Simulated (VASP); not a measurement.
Here is a VASP 6.6.1 calculation.

INCAR

```
PREC     = Accurate       # precision mode
ENCUT    = 600            # plane-wave cutoff, eV
EDIFF    = 1E-6           # SCF threshold, eV
ISMEAR   = 0              # smearing method
SIGMA    = 0.1            # smearing width, eV
LREAL    = F              # projectors in reciprocal space
LASPH    = T              # aspherical terms in the spheres
NELM     = 60             # most SCF steps
ALGO     = Normal         # electronic algorithm
ISIF     = 3              # what is computed and relaxed
LWAVE    = F              # write WAVECAR
LCHARG   = F              # write CHGCAR
GGA      = PE             # functional
IBRION   = 2              # ionic algorithm
NSW      = 100            # ionic steps
EDIFFG   = -0.01          # ionic threshold
```

KPOINTS

```
Automatic mesh
0
Gamma
  12 12 12
```

Contents of POSCAR:

```
Be2Si3
1.0
    1.4741466537      0.8510989673      8.5049647402
   -1.4741466537      0.8510989673      8.5049647402
    0.0000000000     -1.7021979346      8.5049647402
Be Si
2 3
Direct
    0.3982980575      0.3982980575      0.3982980575
    0.6017019425      0.6017019425      0.6017019425
    0.0000000000      0.0000000000      0.0000000000
    0.2031425118      0.2031425118      0.2031425118
    0.7968574882      0.7968574882      0.7968574882
```

Potentials or basis: VASP PAW PBE potentials, release 64 (Be, Si).

Run with:

```sh
$ cat potpaw_PBE.64/Be/POTCAR potpaw_PBE.64/Si/POTCAR > POTCAR
$ mpirun -np 1 vasp_std > vasp.out
```

Question: Estimate the band gap on the k mesh.

Answer: Zero (bands 8 and 9 overlap by 8.15 eV).

Question: Predict the relaxed cell.

Answer: a = 8.711 Å, b = 8.711 Å, c = 8.711 Å, α = 19.45°, β = 19.45°, γ = 19.45°.

Question: Predict the relaxed volume.

Answer: 12.82 Å³/atom.

Question: Predict the space group after relaxing (to 0.1 Å).

Answer: R-3m (No. 166).

The path:
```csv
step,energy change (eV),largest force (eV/Å),pressure (GPa),volume (Å³)
1,0.0000,0.1633,0.19,64.02
2,-0.0046,0.1088,-0.07,64.17
3,-0.0065,0.0519,-0.38,64.34
4,-0.0071,0.0231,0.12,64.02
5,-0.0071,0.0224,0.09,64.05
6,-0.0072,0.0023,0.03,64.09
```
